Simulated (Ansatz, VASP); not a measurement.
InSb: VASP beside Ansatz

```
In Sb
1.0
     0.00000    3.24638    3.24638
     3.24638    0.00000    3.24638
     3.24638    3.24638    0.00000
In Sb
1 1
Direct
  0.00000 0.00000 0.00000
  0.25000 0.25000 0.25000
```

Alike in both runs: task single point; functional r2SCAN; k mesh 6 × 6 × 6; occupations fermi-dirac, width 0.02 eV; no spin polarisation.

|  | VASP | Ansatz |
| --- | --- | --- |
| version | VASP 6.6.1 | Ansatz 0.2.0 |
| potentials or method | VASP PAW PBE potentials, release 64 (In_d, Sb) | plane waves, PAW |
| plane-wave cutoff (eV) | 520 | 500 |
| valence electrons in the cell | 18 | 28 |

|  | VASP | Ansatz | Ansatz less VASP |
| --- | --- | --- | --- |
| pressure (GPa) | 1.3 | 1.3 | -0.01 |

VASP's potentials were made for PBE, not for r2SCAN. With one functional, cell and mesh, what is left measures potentials, basis and numerics. VASP's potentials hold 18 valence electrons a cell and Ansatz's 28, so a difference there can come from the potentials and not from the codes.

Spin-orbit coupling is off throughout.
